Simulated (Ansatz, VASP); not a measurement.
One calculation of Fe, two programs

File INCAR:

```
SYSTEM = Fe
PREC     = Accurate       ! precision mode
ENCUT    = 520            ! plane-wave cutoff, eV
EDIFF    = 1E-7           ! SCF threshold, eV
ISMEAR   = -1             ! smearing method
SIGMA    = 0.1            ! smearing width, eV
LREAL    = .FALSE.        ! projectors in reciprocal space
LASPH    = .TRUE.         ! aspherical terms in the spheres
NELM     = 100            ! most SCF steps
ALGO     = Normal         ! electronic algorithm
ISIF     = 2              ! what is computed and relaxed
LWAVE    = .FALSE.        ! write WAVECAR
LCHARG   = .FALSE.        ! write CHGCAR
NBANDS   = 10             ! bands
```

KPOINTS

```
Automatic mesh
0
G
  27 27 27
  0 0 0
```

Contents of POSCAR:

```
Fe
1.0
   -1.3675856508      1.3675856508      1.3675856508
    1.3675856508     -1.3675856508      1.3675856508
    1.3675856508      1.3675856508     -1.3675856508
Fe
1
Direct
    0.0000000000      0.0000000000      0.0000000000
```

Input for Ansatz:

```yaml
crystal:
  lattice:
    - [-1.3675856508, 1.3675856508, 1.3675856508]
    - [1.3675856508, -1.3675856508, 1.3675856508]
    - [1.3675856508, 1.3675856508, -1.3675856508]
  atoms:
    - { symbol: Fe, position: [0.0, 0.0, 0.0] }
hamiltonian:
  xc: lda
  pseudopotentials:
    kind: paw
    azcp:
      Fe: "pseudopotentials/Fe.paw.azcp"
basis:
  ecutwfc: 420
  fft_grid_basis: typed
kpoints:
  mp_grid: { grid: [27, 27, 27], shift: [0, 0, 0] }
magnetization:
  spin_polarized: false
scf:
  occupations: { method: fermi_dirac, width: 0.1 }
output:
  stress: true
```

Alike in both runs: task single point; functional LDA; k mesh 27 × 27 × 27; occupations fermi-dirac, width 0.1 eV; no spin polarisation.

|  | VASP | Ansatz |
| --- | --- | --- |
| version | VASP 6.6.1 | Ansatz 0.2.0 |
| potentials or method | VASP PAW LDA potentials, release 64 (Fe), cutoff 520 eV | plane waves (420 eV) with PAW, scalar-relativistic |
| valence electrons in the cell | 8 | 16 |

VASP gave:

```
pressure (GPa) : -11.6
```

Task: Estimate Ansatz's values.

Result: Pressure (GPa): -11.4.

Ansatz warns that its potentials were made for another functional, while VASP's fit it. LDA's correlation is that of Perdew and Zunger in VASP and of Perdew and Wang (1992) in Ansatz. VASP's potentials hold 8 valence electrons a cell and Ansatz's 16, so a difference there can come from the potentials and not from the codes.
